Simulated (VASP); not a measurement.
# Sb (Fm-3m) in VASP: density of states with PBEsol

Aim: the density of states of Sb with PBEsol.

All numbers are computed with VASP 6.6.1; they aren't measurements. Logs are shortened: lines on timing, memory, paths and dates and some standing lists are left out, and cuts for length are marked.

## 1. The cell of the first run

It takes space group Fm-3m (No. 225, cubic). Conventional cell: a = 3.613 Å, b = 3.613 Å, c = 3.613 Å, α = 90.00°, β = 90.00°, γ = 90.00°. Within 3.4 Å of Sb (site symmetry m-3m) lie 12 Sb at 2.56 Å.

## 2. Density of states, PBEsol (volume scaled by 0.45)

Contents of POSCAR:

```
Sb
1.0
    0.0000000000      1.8067445500      1.8067445500
    1.8067445500      0.0000000000      1.8067445500
    1.8067445500      1.8067445500      0.0000000000
Sb
1
Direct
    0.0000000000      0.0000000000      0.0000000000
```

Contents of INCAR.step1:

```
SYSTEM = Sb
PREC = Accurate ; ENCUT = 520
EDIFF = 1E-6 ; ISMEAR = -1
SIGMA = 0.1 ; LREAL = .False.
LASPH = .True. ; NELM = 80
ALGO = Normal ; ISIF = 2
LWAVE = .False. ; LCHARG = .True.
GGA = PS ; NBANDS = 8
```

Contents of KPOINTS.step1:

```
regular mesh
0
Gamma
  15 15 15
  0 0 0
```

Contents of INCAR.step2:

```
SYSTEM = Sb
PREC = Accurate ; ENCUT = 520
EDIFF = 1E-6 ; ISMEAR = -5
SIGMA = 0.1 ; LREAL = .False.
LASPH = .True. ; NELM = 80
ALGO = Normal ; ISIF = 2
LWAVE = .False. ; LCHARG = .False.
GGA = PS ; LORBIT = 11
NBANDS = 8 ; NEDOS = 1001
ICHARG = 11
```

Contents of KPOINTS.step2:

```
regular mesh
0
Gamma
  23 23 23
  0 0 0
```

Potentials or basis: VASP PAW PBE potentials, release 64 (Sb).

On the command line:

```
$ cat potpaw_PBE.64/Sb/POTCAR > POTCAR
$ cp INCAR.step1 INCAR
$ cp KPOINTS.step1 KPOINTS
$ mpirun -np 1 vasp_std > vasp.out
$ cp INCAR.step2 INCAR
$ cp KPOINTS.step2 KPOINTS
$ mpirun -np 1 vasp_std > vasp.out
```

OUTCAR:

```text
SYSTEM = Sb
   PREC = Accurate
   ENCUT = 520
   EDIFF = 1E-6
   ISMEAR = -5
   LREAL = .False.
   LASPH = .True.
   NELM = 80
   ISIF = 2
   GGA = PS
   LORBIT = 11
   ICHARG = 11

 ion  position               nearest neighbor table
   1  0.000  0.000  0.000-

  LATTYP: Found a face centered cubic cell.
 ALAT       =     3.6134891000

  Lattice vectors:

 A1 = (   0.0000000000,   1.8067445500,   1.8067445500)
 A2 = (   1.8067445500,   0.0000000000,   1.8067445500)
 A3 = (   1.8067445500,   1.8067445500,   0.0000000000)

Analysis of symmetry for initial positions (statically):
=====================================================================
 Subroutine PRICEL returns:
 Original cell was already a primitive cell.

 Routine SETGRP: Setting up the symmetry group for a
 face centered cubic supercell.

 Subroutine GETGRP returns: Found 48 space group operations
 (whereof 48 operations were pure point group operations)
 out of a pool of 48 trial point group operations.

The static configuration has the point symmetry O_h .

Analysis of symmetry for dynamics (positions and initial velocities):
=====================================================================
 Subroutine PRICEL returns:
 Original cell was already a primitive cell.

 Routine SETGRP: Setting up the symmetry group for a
 face centered cubic supercell.

 Subroutine GETGRP returns: Found 48 space group operations
 (whereof 48 operations were pure point group operations)
 out of a pool of 48 trial point group operations.

The dynamic configuration has the point symmetry O_h .

 Subroutine INISYM returns: Found 48 space group operations
 (whereof 48 operations are pure point group operations),
 and found     1 'primitive' translations

----------------------------------------------------------------------------------------

                                     Primitive cell

  volume of cell :      11.7956

  direct lattice vectors                    reciprocal lattice vectors
     0.000000000  1.806744550  1.806744550    -0.276740838  0.276740838  0.276740838
     1.806744550  0.000000000  1.806744550     0.276740838 -0.276740838  0.276740838
     1.806744550  1.806744550  0.000000000     0.276740838  0.276740838 -0.276740838

  length of vectors
     2.555122646  2.555122646  2.555122646     0.479329191  0.479329191  0.479329191

  position of ions in fractional coordinates (direct lattice)
     0.000000000  0.000000000  0.000000000

  ion indices of the primitive-cell ions
   primitive index   ion index
                 1           1

----------------------------------------------------------------------------------------

 KPOINTS: regular mesh

Automatic generation of k-mesh.
 Grid dimensions read from file:
 generate k-points for:   23   23   23

 Generating k-lattice:

  Cartesian coordinates                     Fractional coordinates (reciprocal lattice)
    -0.012032210  0.012032210  0.012032210     0.043478261  0.000000000  0.000000000
     0.012032210 -0.012032210  0.012032210     0.000000000  0.043478261  0.000000000
     0.012032210  0.012032210 -0.012032210     0.000000000  0.000000000  0.043478261

  Length of vectors
     0.020840400  0.020840400  0.020840400

  Shift w.r.t. Gamma in fractional coordinates (k-lattice)
     0.000000000  0.000000000  0.000000000

 TETIRR: Found   1662 inequivalent tetrahedra from    73002

 Subroutine IBZKPT returns following result:
 ===========================================

 Found    364 irreducible k-points:

 Following reciprocal coordinates:
            Coordinates               Weight
  0.000000  0.000000  0.000000      1.000000
  0.043478  0.000000  0.000000      8.000000
  0.086957  0.000000  0.000000      8.000000
  0.130435  0.000000  0.000000      8.000000
  0.173913  0.000000  0.000000      8.000000
  0.217391  0.000000  0.000000      8.000000
[... 16 lines left out ...]
  0.478261  0.043478  0.000000     24.000000
 -0.478261  0.043478  0.000000     24.000000
 [... further k-points ...]
   k-points           NKPTS =    364   k-points in BZ     NKDIM =    364   number of bands    NBANDS=      8
   number of dos      NEDOS =   1001   number of ions     NIONS =      1
   total plane-waves  NPLWV =   8000
   dimension x,y,z NGX =    20 NGY =   20 NGZ =   20
   dimension x,y,z NGXF=    40 NGYF=   40 NGZF=   40
   ions per type =               1
   NGX,Y,Z   is equivalent  to a cutoff of  13.01, 13.01, 13.01 a.u.
   NGXF,Y,Z  is equivalent  to a cutoff of  26.03, 26.03, 26.03 a.u.
 SYSTEM =  Sb
   PREC   = accura    normal or accurate (medium, high low for compatibility)
   ISTART =      0    job   : 0-new  1-cont  2-samecut
   ICHARG =     11    charge: 1-file 2-atom 10-const
   ISPIN  =      1    spin polarized calculation?
   LNONCOLLINEAR =      F non collinear calculations
   LSORBIT =      F    spin-orbit coupling
   LASPH  =      T    aspherical Exc in radial PAW
   ENCUT  =  520.0 eV  38.22 Ry    6.18 a.u.   4.75  4.75  4.75*2*pi/ulx,y,z
   NELM   =     80;   NELMIN=  2; NELMDL=  0     # of ELM steps
   EDIFF  = 0.1E-05   stopping-criterion for ELM
   LREAL  =      F    real-space projection
   EDIFFG = 0.1E-04   stopping-criterion for IOM
   NSW    =      0    number of steps for IOM
   IBRION =     -1    ionic relax: 0-MD 1-quasi-New 2-CG
   NFREE  =      0    steps in history (QN), initial steepest desc. (CG)
   ISIF   =      2    stress and relaxation
   ISYM   =      2    0-nonsym 1-usesym 2-fastsym
   POTIM  = 0.5000    time-step for ionic-motion
   TEBEG  =    0.0;   TEEND  =   0.0 temperature during run
   PSTRESS=    0.0 pullay stress
   NELECT =       5.0000    total number of electrons
   NUPDOWN=      -1.0000    fix difference up-down
   EMIN   =  10.00;   EMAX   =-10.00  energy-range for DOS
   EFERMI =   0.00;   METHOD = LEGACY
   ISMEAR =    -5;   SIGMA  =   0.10  broadening in eV -4-tet -1-fermi 0-gaus
   EFERMI_NEDOS =   21; number of points for ismear=-14 and -15
   IALGO  =     38    algorithm
   IMIX   =      4    mixing-type and parameters
     AMIX     =   0.40;   BMIX     =  1.00
     AMIX_MAG =   1.60;   BMIX_MAG =  1.00
  volume/ion in A,a.u.               =      11.80        79.60
  Fermi-wavevector in a.u.,A,eV,Ry     =   1.229772  2.323933 20.576638  1.512340
  Thomas-Fermi vector in A             =   2.364647
   LORBIT       =     11    0 simple, 1 ext, 2 COOP (PROOUT), +10 PAW based schemes
   GGA     = PS    functional components
   LHFCALC =     F    Hartree Fock is set to
   AEXX    =    0.0000 exact exchange contribution
   IVDW    =     0    specifies the selected vdW correction
   LEPSILON=     F    determine dielectric tensor
   LRPA    =     F    only Hartree local field effects (RPA)
 non-spin polarized calculation
 Fermi weights with tetrahedron method with Bloechl corrections
  energy-cutoff  :      520.00
  volume of cell :       11.80
 maximum number of plane-waves:       331

 number of electron       5.0000000 magnetization

 Free energy of the ion-electron system (eV)
  ---------------------------------------------------
  ext. energy  EPLUGINS =         0.00000000
  ---------------------------------------------------
  free energy    TOTEN  =         3.10267480 eV

  energy without entropy =        3.10267480  energy(sigma->0) =        3.10267480

 E-fermi :  24.4723     XC(G=0): -14.2880

 val. band max:       24.6270665954   @ k =   0.4348   0.4348   0.0000
 cond. band min:      24.3161943739   @ k =  -0.3913   0.3043   0.1304
 fundamental gap:     -0.3108722216
 Fermi energy:        24.4723282669

 k-point     1 :       0.0000    0.0000    0.0000
  band No.  band energies     occupation
      1       1.3268      2.00000
      2      32.3259      0.00000
      3      36.2113      0.00000
      4      36.2113      0.00000
      5      36.2113      0.00000
      6      37.6813      0.00000
      7      37.6813      0.00000
      8      37.6813      0.00000

 k-point     2 :       0.0435    0.0000    0.0000
  band No.  band energies     occupation
      1       1.4010      2.00000
      2      32.1894      0.00000
      3      35.2040      0.00000
      4      36.0006      0.00000
      5      36.0006      0.00000
      6      37.9541      0.00000
      7      37.9541      0.00000
      8      38.4666      0.00000

 k-point     3 :       0.0870    0.0000    0.0000
  band No.  band energies     occupation
      1       1.6241      2.00000
      2      31.4749      0.00000
      3      34.0204      0.00000
      4      35.5922      0.00000
      5      35.5922      0.00000
      6      38.5268      0.00000
      7      38.5268      0.00000
      8      39.3372      0.00000

 k-point     4 :       0.1304    0.0000    0.0000
  band No.  band energies     occupation
      1       1.9973      2.00000
      2      29.8227      0.00000
      3      33.5448      0.00000
      4      35.1680      0.00000
      5      35.1680      0.00000
      6      39.1140      0.00000
      7      39.1140      0.00000
      8      39.9013      0.00000

 k-point     5 :       0.1739    0.0000    0.0000
  band No.  band energies     occupation
      1       2.5223      2.00000
      2      27.6948      0.00000
      3      33.3773      0.00000
      4      34.7701      0.00000
      5      34.7701      0.00000
      6      39.3437      0.00000
      7      39.3437      0.00000
      8      40.2066      0.00000

 k-point     6 :       0.2174    0.0000    0.0000
  band No.  band energies     occupation
      1       3.2012      2.00000
      2      25.4121      0.00641
      3      33.2176      0.00000
      4      34.4027      0.00000
      5      34.4027      0.00000
      6      38.9404      0.00000
      7      38.9404      0.00000
      8      40.2910      0.00000

 k-point     7 :       0.2609    0.0000    0.0000
  band No.  band energies     occupation
      1       4.0359      2.00000
      2      23.0893      2.15117
      3      32.9909      0.00000
      4      34.0605      0.00000
      5      34.0605      0.00000
      6      38.2643      0.00000
      7      38.2643      0.00000
      8      40.2341      0.00000
[... 133 lines left out ...]
 k-point    20 :       0.3478    0.0435    0.0000
  band No.  band energies     occupation
      1       5.8450      2.00000
      2      19.3405      2.00000
      3      32.1851      0.00000
      4      32.3738      0.00000
      5      34.2119      0.00000
      6      36.7780      0.00000
      7      38.0384      0.00000
      8      40.5154      0.00000

 k-point    21 :       0.3913    0.0435    0.0000
  band No.  band energies     occupation
      1       7.0997      2.00000
      2      17.1587      2.00000
      3      31.9606      0.00000
      4      32.2392      0.00000
      5      33.4982      0.00000
      6      36.6668      0.00000
      7      37.4966      0.00000
      8      40.4030      0.00000

 k-point    22 :       0.4348    0.0435    0.0000
  band No.  band energies     occupation
      1       8.5057      2.00000
      2      15.0889      2.00000
      3      31.7679      0.00000
      4      32.2173      0.00000
      5      32.9131      0.00000
      6      36.6260      0.00000
      7      37.0532      0.00000
      8      40.3318      0.00000

 k-point    23 :       0.4783    0.0435    0.0000
  band No.  band energies     occupation
      1      10.0343      2.00000
      2      13.1756      2.00000
      3      31.6011      0.00000
      4      32.3261      0.00000
      5      32.5162      0.00000
      6      36.6580      0.00000
      7      36.7116      0.00000
      8      40.2989      0.00000

 k-point    24 :      -0.4783    0.0435    0.0000
  band No.  band energies     occupation
      1      10.9539      2.00000
      2      12.1593      2.00000
      3      31.4442      0.00000
      4      32.3534      0.00000
      5      32.5772      0.00000
      6      36.4702      0.00000
      7      36.7628      0.00000
      8      40.3011      0.00000

 [... further k-points ...]

------------------------ aborting loop because EDIFF is reached ----------------------------------------

  FORCE on cell =-STRESS in cart. coord.  units (eV):
  Direction    XX          YY          ZZ          XY          YZ          ZX
  --------------------------------------------------------------------------------------
  -------------------------------------------------------------------------------------
  Total       25.8807604     25.8807604     25.8807604      0.0000000      0.0000000      0.0000000
  in kB     3515.3401807   3515.3401807   3515.3401807      0.0000000      0.0000000      0.0000000
  external PRESSURE =    3515.3401807 kB  Pullay stress =       0.0000000 kB

 VOLUME and BASIS-vectors are now :
 -----------------------------------------------------------------------------
  energy-cutoff  :      520.00
  volume of cell :       11.80
      direct lattice vectors                 reciprocal lattice vectors
     0.000000000  1.806744550  1.806744550    -0.276740838  0.276740838  0.276740838
     1.806744550  0.000000000  1.806744550     0.276740838 -0.276740838  0.276740838
     1.806744550  1.806744550  0.000000000     0.276740838  0.276740838 -0.276740838

 POSITION                                       TOTAL-FORCE (eV/Angst)
 -----------------------------------------------------------------------------------
      0.00000      0.00000      0.00000        -0.000000      0.000000     -0.000000
 -----------------------------------------------------------------------------------
    total drift:                                0.000000      0.000000     -0.000000

  FREE ENERGIE OF THE ION-ELECTRON SYSTEM (eV)
  ---------------------------------------------------
  free  energy   TOTEN  =         3.1026748026 eV

  energy  without entropy=        3.1026748026  energy(sigma->0) =        3.10267480

 total charge

# of ion       s       p       d       tot
------------------------------------------
    1        1.306   1.693   0.334   3.333
```

Run time: 13 s. Hardware: 1 thread of Intel Xeon 6975P-C (Granite Rapids), shared host; peak memory 0.15 GiB.

What came out:

* Valence electrons inside the program's atomic spheres: Sb 3.33

Caveat: the PAW data sets were made with another functional, which shifts forces and pressure a little; spin-orbit coupling is left out, which moves the levels of the heavy elements; tetrahedron occupations give inexact forces and stress in metals.
